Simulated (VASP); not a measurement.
# AlRu (P4/mmm) in VASP: further runs

Runs on AlRu. Level: PBE. Tasks: single point, relaxation of cell and atoms.

Program: VASP 6.6.1. These are calculated values, not measurements. Logs are shortened: lines on timing, memory, paths and dates and some standing lists are left out, and cuts for length are marked.

**1. The cell of the first run**

It takes space group P4/mmm (No. 123, tetragonal). The conventional cell has a = 2.847 Å, b = 2.847 Å, c = 4.012 Å, α = 90.00°, β = 90.00°, γ = 90.00°. Within 2.7 Å of Al (site symmetry 4/mmm) lie 4 Ru at 2.01 Å. Within 2.7 Å of Ru (site symmetry 4/mmm) lie 4 Al at 2.01 Å.

**2. Single point, PBE**

INCAR reads:

```
SYSTEM = AlRu
PREC = Accurate
ENCUT = 520
EDIFF = 1E-6
ISMEAR = 0
SIGMA = 0.1
LREAL = .FALSE.
LASPH = .TRUE.
NELM = 80
ALGO = Normal
ISIF = 2
LWAVE = .FALSE.
LCHARG = .FALSE.
GGA = PE
NBANDS = 16
```

KPOINTS reads:

```
regular mesh
0
G
  6 6 4
  0 0 0
```

POSCAR reads:

```
AlRu
1.0
    2.8469347900      0.0000000000      0.0000000000
    0.0000000000      2.8469347900      0.0000000000
    0.0000000000      0.0000000000      4.0123125700
Al Ru
1 1
Direct
    0.0000000000      0.0000000000      0.0000000000
    0.5000000000      0.5000000000      0.0000000000
```

Potentials or basis: VASP PAW PBE potentials, release 64 (Al, Ru_pv).

On the command line:

```console
> cat potpaw_PBE.64/Al/POTCAR potpaw_PBE.64/Ru_pv/POTCAR > POTCAR
> mpirun -np 1 vasp_std > vasp.out
```

OUTCAR:

```text
SYSTEM = AlRu
   PREC = Accurate
   ENCUT = 520
   EDIFF = 1E-6
   ISMEAR = 0
   LREAL = .FALSE.
   LASPH = .TRUE.
   NELM = 80
   ISIF = 2
   GGA = PE

 ion  position               nearest neighbor table
   1  0.000  0.000  0.000-   2 2.01   2 2.01   2 2.01   2 2.01
   2  0.500  0.500  0.000-   1 2.01   1 2.01   1 2.01   1 2.01

  LATTYP: Found a simple tetragonal cell.
 ALAT       =     2.8469347900
 C/A-ratio  =     1.4093447395

  Lattice vectors:

 A1 = (   2.8469347900,   0.0000000000,   0.0000000000)
 A2 = (   0.0000000000,   2.8469347900,   0.0000000000)
 A3 = (   0.0000000000,   0.0000000000,   4.0123125700)

Analysis of symmetry for initial positions (statically):
=====================================================================
 Subroutine PRICEL returns:
 Original cell was already a primitive cell.

 Routine SETGRP: Setting up the symmetry group for a
 simple tetragonal supercell.

 Subroutine GETGRP returns: Found 16 space group operations
 (whereof 16 operations were pure point group operations)
 out of a pool of 16 trial point group operations.

The static configuration has the point symmetry D_4h.

Analysis of symmetry for dynamics (positions and initial velocities):
=====================================================================
 Subroutine PRICEL returns:
 Original cell was already a primitive cell.

 Routine SETGRP: Setting up the symmetry group for a
 simple tetragonal supercell.

 Subroutine GETGRP returns: Found 16 space group operations
 (whereof 16 operations were pure point group operations)
 out of a pool of 16 trial point group operations.

The dynamic configuration has the point symmetry D_4h.

 Subroutine INISYM returns: Found 16 space group operations
 (whereof 16 operations are pure point group operations),
 and found     1 'primitive' translations

----------------------------------------------------------------------------------------

                                     Primitive cell

  volume of cell :      32.5199

  direct lattice vectors                    reciprocal lattice vectors
     2.846934790  0.000000000  0.000000000     0.351254972  0.000000000  0.000000000
     0.000000000  2.846934790  0.000000000     0.000000000  0.351254972  0.000000000
     0.000000000  0.000000000  4.012312570     0.000000000  0.000000000  0.249232826

  length of vectors
     2.846934790  2.846934790  4.012312570     0.351254972  0.351254972  0.249232826

  position of ions in fractional coordinates (direct lattice)
     0.000000000  0.000000000  0.000000000
     0.500000000  0.500000000  0.000000000

[... 77 lines left out ...]
   LREAL  =      F    real-space projection
   EDIFFG = 0.1E-04   stopping-criterion for IOM
   NSW    =      0    number of steps for IOM
   IBRION =     -1    ionic relax: 0-MD 1-quasi-New 2-CG
   NFREE  =      0    steps in history (QN), initial steepest desc. (CG)
   ISIF   =      2    stress and relaxation
   ISYM   =      2    0-nonsym 1-usesym 2-fastsym
   POTIM  = 0.5000    time-step for ionic-motion
   TEBEG  =    0.0;   TEEND  =   0.0 temperature during run
   PSTRESS=    0.0 pullay stress
   NELECT =      17.0000    total number of electrons
   NUPDOWN=      -1.0000    fix difference up-down
   EMIN   =  10.00;   EMAX   =-10.00  energy-range for DOS
   EFERMI =   0.00;   METHOD = LEGACY
   ISMEAR =     0;   SIGMA  =   0.10  broadening in eV -4-tet -1-fermi 0-gaus
   EFERMI_NEDOS =   21; number of points for ismear=-14 and -15
   IALGO  =     38    algorithm
   IMIX   =      4    mixing-type and parameters
     AMIX     =   0.40;   BMIX     =  1.00
     AMIX_MAG =   1.60;   BMIX_MAG =  1.00
  volume/ion in A,a.u.               =      16.26       109.73
  Fermi-wavevector in a.u.,A,eV,Ry     =   1.318787  2.492145 23.663228  1.739198
  Thomas-Fermi vector in A             =   2.448731
   LORBIT       =      0    0 simple, 1 ext, 2 COOP (PROOUT), +10 PAW based schemes
   GGA     = PE    functional components
   LHFCALC =     F    Hartree Fock is set to
   AEXX    =    0.0000 exact exchange contribution
   IVDW    =     0    specifies the selected vdW correction
   LEPSILON=     F    determine dielectric tensor
   LRPA    =     F    only Hartree local field effects (RPA)
 non-spin polarized calculation
 Gauss-broadening in eV      SIGMA  =   0.10
  energy-cutoff  :      520.00
  volume of cell :       32.52
 maximum number of plane-waves:       890
 NGX is ok and might be reduce to    24
   NGX = 11   NGY = 11   NGZ = 15

 number of electron      16.9999999 magnetization

 Free energy of the ion-electron system (eV)
  ---------------------------------------------------
  ext. energy  EPLUGINS =         0.00000000
  ---------------------------------------------------
  free energy    TOTEN  =        -6.73057083 eV

  energy without entropy =       -6.71906696  energy(sigma->0) =       -6.72481889

 E-fermi :   7.3528     XC(G=0): -10.8181

 val. band max:        7.3314169523   @ k =   0.1667   0.1667   0.5000
 cond. band min:       7.3746870543   @ k =   0.3333   0.0000   0.2500
 fundamental gap:      0.0432701020
 Fermi energy:         7.3528086991

 k-point     1 :       0.0000    0.0000    0.0000
  band No.  band energies     occupation
      1     -34.5891      2.00000
      2     -34.5891      2.00000
      3     -33.9686      2.00000
      4      -1.1118      2.00000
      5       1.5991      2.00000
      6       4.6945      2.00000
[... 433 lines left out ...]
      3     -33.9367      2.00000
      4       1.6529      2.00000
      5       3.1741      2.00000
      6       4.0990      2.00000
[... 8 lines left out ...]
     15      22.4197      0.00000
     16      22.5724      0.00000

 [... further k-points ...]

------------------------ aborting loop because EDIFF is reached ----------------------------------------

  FORCE on cell =-STRESS in cart. coord.  units (eV):
  Direction    XX          YY          ZZ          XY          YZ          ZX
  --------------------------------------------------------------------------------------
  -------------------------------------------------------------------------------------
  Total       28.9860669     28.9860669     -1.7873137      0.0000000     -0.0000000     -0.0000000
  in kB     1428.0719041   1428.0719041    -88.0565308      0.0000000     -0.0000000     -0.0000000
  external PRESSURE =     922.6957591 kB  Pullay stress =       0.0000000 kB

 VOLUME and BASIS-vectors are now :
 -----------------------------------------------------------------------------
  energy-cutoff  :      520.00
  volume of cell :       32.52
      direct lattice vectors                 reciprocal lattice vectors
     2.846934790  0.000000000  0.000000000     0.351254972  0.000000000  0.000000000
     0.000000000  2.846934790  0.000000000     0.000000000  0.351254972  0.000000000
     0.000000000  0.000000000  4.012312570     0.000000000  0.000000000  0.249232826

 POSITION                                       TOTAL-FORCE (eV/Angst)
 -----------------------------------------------------------------------------------
      0.00000      0.00000      0.00000         0.000000      0.000000      0.000000
      1.42347      1.42347      0.00000         0.000000      0.000000      0.000000
 -----------------------------------------------------------------------------------
    total drift:                                0.000000     -0.000000     -0.000000

  FREE ENERGIE OF THE ION-ELECTRON SYSTEM (eV)
  ---------------------------------------------------
  free  energy   TOTEN  =        -6.7305708297 eV

  energy  without entropy=       -6.7190669596  energy(sigma->0) =       -6.72481889
```

It took 7 s on 1 thread of Intel Xeon Platinum 8559C (Emerald Rapids), shared host; peak memory 0.15 GiB.

Results:

```
Free energy : -6.7306 eV
Pressure    : 92.3 GPa
```

Caveat: the k points lie up to 0.39 Å⁻¹ apart.

**3. Single point, PBE**

This run uses another cell than the first one, of 16.22 Å³/atom, 0.997 times its volume.

INCAR reads:

```
PREC = Accurate
ENCUT = 520
EDIFF = 1E-6
ISMEAR = 0
SIGMA = 0.1
LREAL = False
LASPH = True
NELM = 60
ALGO = Normal
ISIF = 2
LWAVE = False
LCHARG = False
GGA = PE
NBANDS = 16
```

KPOINTS reads:

```
Automatic mesh
0
Gamma
  6 6 4
```

POSCAR reads:

```
AlRu
1.0
    3.5517847202      0.0000000000      0.0000000000
    0.0000000000      3.5517847202      0.0000000000
    0.0000000000      0.0000000000      2.5710981367
Al Ru
1 1
Direct
    0.0000000000      0.0000000000      0.0000000000
    0.5000000000      0.5000000000      0.0000000000
```

Potentials or basis: VASP PAW PBE potentials, release 64 (Al, Ru_pv).

On the command line:

```console
> cat potpaw_PBE.64/Al/POTCAR potpaw_PBE.64/Ru_pv/POTCAR > POTCAR
> mpirun -np 1 vasp_std > vasp.out
```

Wall time 10 s (1 thread of Intel Xeon Platinum 8559C (Emerald Rapids), shared host); peak memory 0.15 GiB.

Results (log left out):

* Free energy: -12.1442 eV
* Pressure: 0.0 GPa

Stress tensor (GPa, compression positive):
```
-0.08  0.00  0.00
 0.00 -0.08  0.00
 0.00  0.00  0.18
```

Levels at points of the mesh, in eV from the Fermi level:
```tsv
k point	band 4	band 5	band 6	band 7	band 8	band 9	band 10	band 11	band 12	band 13
(0.00, 0.00, 0.00)	-9.27	-4.04	-3.62	-2.04	0.58	0.58	1.96	1.96	5.19	9.40
(0.50, 0.00, 0.00)	-6.78	-5.66	-3.91	-3.33	-0.44	0.27	0.63	5.49	7.05	7.89
(0.50, 0.50, 0.00)	-6.96	-3.95	-2.65	-2.65	-0.57	0.33	0.33	0.66	1.64	11.49
(0.00, 0.00, 0.50)	-4.97	-3.38	-2.81	-2.81	-2.33	-1.38	4.40	6.43	6.43	8.39
(0.50, 0.00, 0.50)	-4.98	-3.00	-2.57	-2.16	-1.05	0.10	1.34	1.59	6.04	8.41
(0.50, 0.50, 0.50)	-3.93	-3.93	-3.81	-0.68	-0.13	0.56	1.97	1.97	5.80	6.58
```

Caveat: the k points lie up to 0.61 Å⁻¹ apart.

**4. Single point, PBE**

This run uses another cell than the first one, of 16.37 Å³/atom, 1.007 times its volume.

INCAR reads:

```
SYSTEM = AlRu
PREC = Accurate ; ENCUT = 520
EDIFF = 1E-7 ; ISMEAR = 0
SIGMA = 0.1 ; LREAL = .FALSE.
LASPH = .TRUE. ; NELM = 80
ALGO = Fast ; ISIF = 2
LWAVE = .FALSE. ; LCHARG = .FALSE.
GGA = PE ; NBANDS = 16
```

KPOINTS reads:

```
Automatic mesh
0
G
  6 6 6
  0 0 0
```

POSCAR reads:

```
AlRu
1.0
    3.5018992749      0.0000000000      0.0000000000
    0.0000000000      3.5018992749      0.0000000000
    0.0000000000      0.0000000000      2.6691164422
Al Ru
1 1
Direct
    0.0000000000      0.0000000000      0.0000000000
    0.5000000000      0.5000000000      0.0000000000
```

On the command line:

```console
> cat potpaw_PBE.64/Al/POTCAR potpaw_PBE.64/Ru_pv/POTCAR > POTCAR
> mpirun -np 1 vasp_std > vasp.out
```

It took 14 s on 1 thread of Intel Xeon Platinum 8559C (Emerald Rapids), shared host; peak memory 0.15 GiB.

Results (log left out):

| Quantity | Value |
| --- | --- |
| Free energy | -11.9949 eV |
| Pressure | -0.2 GPa |

Stress tensor (GPa, compression positive):
```
-0.11  0.00  0.00
 0.00 -0.11  0.00
 0.00  0.00 -0.25
```

Levels at points of the mesh, in eV from the Fermi level:
```
           k point  band 5  band 6  band 7  band 8  band 9  band 10  band 11  band 12
(0.00, 0.00, 0.00)   -3.52   -3.51   -1.85    0.55    0.55     2.44     2.44     5.75
(0.50, 0.00, 0.00)   -5.48   -3.37   -3.15   -0.15    0.13     0.61     5.96     7.65
(0.50, 0.50, 0.00)   -3.35   -2.37   -2.37   -0.31    0.22     0.22     1.08     2.01
(0.00, 0.00, 0.50)   -3.38   -2.45   -2.30   -2.30   -1.34     4.06     6.38     6.38
(0.50, 0.00, 0.50)   -3.18   -2.19   -2.03   -1.35    0.22     1.30     2.08     5.61
(0.50, 0.50, 0.50)   -3.56   -3.56   -0.42    0.01    0.63     1.73     1.73     5.75
```

Caveat: the k points lie up to 0.39 Å⁻¹ apart.

**5. Relaxation of cell and atoms, PBE**

INCAR reads:

```
PREC = Accurate
ENCUT = 600
EDIFF = 1E-6
ISMEAR = 0
SIGMA = 0.1
LREAL = F
LASPH = T
NELM = 60
ALGO = Fast
ISIF = 3
LWAVE = F
LCHARG = F
GGA = PE
IBRION = 2
NSW = 90
EDIFFG = -0.04
```

KPOINTS reads:

```
regular mesh
0
Gamma
  6 6 4
```

POSCAR reads:

```
AlRu
1.0
    2.8469347900      0.0000000000      0.0000000000
    0.0000000000      2.8469347900      0.0000000000
    0.0000000000      0.0000000000      4.0123125700
Al Ru
1 1
Direct
    0.0000000000      0.0000000000      0.0000000000
    0.5000000000      0.5000000000      0.0000000000
```

On the command line:

```console
> cat potpaw_PBE.64/Al/POTCAR potpaw_PBE.64/Ru_pv/POTCAR > POTCAR
> mpirun -np 1 vasp_std > vasp.out
```

Run time: 1.9 min. Hardware: 1 thread of Intel Xeon Platinum 8559C (Emerald Rapids), shared host; peak memory 0.17 GiB.

The run converged. Its results:

| Quantity | Value |
| --- | --- |
| Free energy | -12.1377 eV |
| Relaxed volume | 16.19 Å³/atom |
| Relaxed cell | a = 3.549 Å, b = 3.549 Å, c = 2.571 Å, α = 90.00°, β = 90.00°, γ = 90.00° |
| Space group after relaxing (to 0.05 Å) | P4/mmm (No. 123) |
| Energy gained by relaxing | 2703.4 meV/atom |
| Ionic steps | 21 |
| Pressure after relaxing | 0.1 GPa |

Stress tensor (GPa, compression positive):
```
0.01 0.00 0.00
0.00 0.01 0.00
0.00 0.00 0.35
```

Step by step:
```csv
step,energy change (eV),largest force (eV/Å),pressure (GPa),volume (Å³)
1,0.0000,0.0000,92.27,32.52
2,1.5236,0.0000,-14.45,89.85
3,-1.0998,0.0000,-15.81,73.13
4,-2.6810,0.0000,-17.39,62.13
5,-4.3788,0.0000,-3.91,46.24
6,-4.4060,0.0000,-2.68,45.67
7,-4.4066,0.0000,-3.45,45.95
8,-4.5633,0.0000,-4.20,43.51
9,-5.0107,0.0000,-5.05,37.98
10,-4.5833,0.0000,43.35,26.81
11,-5.1908,0.0000,-3.82,35.80
12,-5.3166,0.0000,10.48,30.51
13,-5.3358,0.0000,3.02,32.22
14,-5.3383,0.0000,4.27,31.88
15,-5.3870,0.0000,-3.69,33.27
16,-5.4019,0.0000,-1.78,32.88
17,-5.4026,0.0000,-2.08,32.95
18,-5.3580,0.0000,2.38,31.90
19,-5.4049,0.0000,-1.41,32.73
20,-5.4018,0.0000,2.62,31.84
21,-5.4069,0.0000,0.13,32.39
```

Final structure:
```
Al Ru
1.0
     3.54930    0.00000    0.00000
     0.00000    3.54930    0.00000
     0.00000    0.00000    2.57102
Al Ru
1 1
Cartesian
  0.0000 0.0000 0.0000
  1.7747 1.7747 0.0000
```

Levels at points of the mesh, in eV from the Fermi level:
```tsv
k point	band 5	band 6	band 7	band 8	band 9	band 10	band 11	band 12
(0.00, 0.00, 0.00)	-4.04	-3.63	-2.04	0.58	0.58	1.96	1.96	5.21
(0.50, 0.00, 0.00)	-5.66	-3.91	-3.34	-0.44	0.26	0.62	5.50	7.07
(0.50, 0.50, 0.00)	-3.95	-2.65	-2.65	-0.57	0.32	0.32	0.67	1.65
(0.00, 0.00, 0.50)	-3.39	-2.82	-2.82	-2.34	-1.39	4.40	6.43	6.43
(0.50, 0.00, 0.50)	-3.01	-2.57	-2.16	-1.05	0.10	1.33	1.60	6.04
(0.50, 0.50, 0.50)	-3.94	-3.82	-0.68	-0.13	0.56	1.96	1.96	6.60
```

Caveat: the k points lie up to 0.61 Å⁻¹ apart in the final cell.

**6. The runs side by side**

| task | cell | k mesh | cutoff (eV) | gap on the mesh (eV) | pressure (GPa) |
| --- | --- | --- | --- | --- | --- |
| single point | a = 2.847, b = 2.847, c = 4.012 Å, 2 atoms | 6 × 6 × 4 | 520 | none | 92.3 |
| single point | a = 3.552, b = 3.552, c = 2.571 Å, 2 atoms | 6 × 6 × 4 | 520 | none | 0.0 |
| single point | a = 3.502, b = 3.502, c = 2.669 Å, 2 atoms | 6 × 6 × 6 | 520 | none | -0.2 |
| relaxation of cell and atoms | relaxed from a = 2.847, b = 2.847, c = 4.012 Å, 2 atoms | 6 × 6 × 4 | 600 | none | 0.1 |

Alike in all rows: level PBE; potentials or basis VASP PAW PBE potentials, release 64 (Al, Ru_pv); no spin polarisation; smearing gaussian 0.1 eV.

Caveats: all runs use coarse meshes.

Absolute energies hang on the potentials; compare differences alone.
